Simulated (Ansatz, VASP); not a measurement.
# Two plane-wave programs on Ga3AsP2

The input INCAR:

```
PREC = Accurate ; ENCUT = 520
EDIFF = 1E-7 ; ISMEAR = 0
SIGMA = 0.01 ; LREAL = F
LASPH = T ; NELM = 60
ALGO = Normal ; ISIF = 2
LWAVE = F ; LCHARG = F
NBANDS = 36
```

KPOINTS

```
Automatic mesh
0
Gamma
  6 6 2
```

The input POSCAR:

```
Ga3AsP2
1.0
    3.9059637249      0.0000000000      0.0000000000
   -1.9529818624      3.3826638120      0.0000000000
    0.0000000000      0.0000000000      9.5621795807
P As Ga
2 1 3
Direct
    0.0000000000      0.0000000000      0.0030602822
    0.3333333333      0.6666666667      0.3305233904
    0.6666666667      0.3333333333      0.6663422598
    0.3333333333      0.6666666667      0.0832499795
    0.6666666667      0.3333333333      0.4103402508
    0.0000000000      0.0000000000      0.7564838373
```

Input for Ansatz:

```yaml
crystal:
  lattice:
    - [3.9059637249, 0.0, 0.0]
    - [-1.9529818624, 3.382663812, 0.0]
    - [0.0, 0.0, 9.5621795807]
  atoms:
    - { symbol: P, position: [0.0, 0.0, 0.0030602822] }
    - { symbol: P, position: [0.3333333333, 0.6666666667, 0.3305233904] }
    - { symbol: As, position: [0.6666666667, 0.3333333333, 0.6663422598] }
    - { symbol: Ga, position: [0.3333333333, 0.6666666667, 0.0832499795] }
    - { symbol: Ga, position: [0.6666666667, 0.3333333333, 0.4103402508] }
    - { symbol: Ga, position: [0.0, 0.0, 0.7564838373] }
kpoints:
  mp_grid: { grid: [6, 6, 2] }
hamiltonian:
  xc: lda
scf:
  occupations: { method: fixed }
  n_extra_bands: 5
output:
  forces: true
  stress: true
  eigenvalues: true
```

Alike in both runs: task single point; functional LDA; k mesh 6 × 6 × 2; no spin polarisation.

|  | VASP | Ansatz |
| --- | --- | --- |
| version | VASP 6.6.1 | Ansatz 0.2.0 |
| potentials or method | VASP PAW LDA potentials, release 64 (P, As, Ga_d) | plane waves |
| plane-wave cutoff (eV) | 520 | 420 |
| occupations | gaussian, width 0.01 eV | fixed |
| valence electrons in the cell | 54 | 64 |

Ansatz gave:

```
gap on the k mesh at the Fermi level (eV)                     : 1.01
pressure (GPa)                                                : -2.7
traceless stress, the component that is largest in VASP (GPa) : -0.09
rms of the force components (eV/Å)                            : 0.004
```

**Question.** Which values does VASP return?

**Answer.** gap on the k mesh at the Fermi level (eV): 1.04; pressure (GPa): -2.5; traceless stress, the component that is largest in VASP (GPa): -0.09; rms of the force components (eV/Å): 0.008.

LDA's correlation is that of Perdew and Zunger in VASP and of Perdew and Wang (1992) in Ansatz. Atom by atom the forces differ by 0.006 eV/Å (rms over components). VASP's potentials hold 54 valence electrons a cell and Ansatz's 64, so a difference there can come from the potentials and not from the codes.
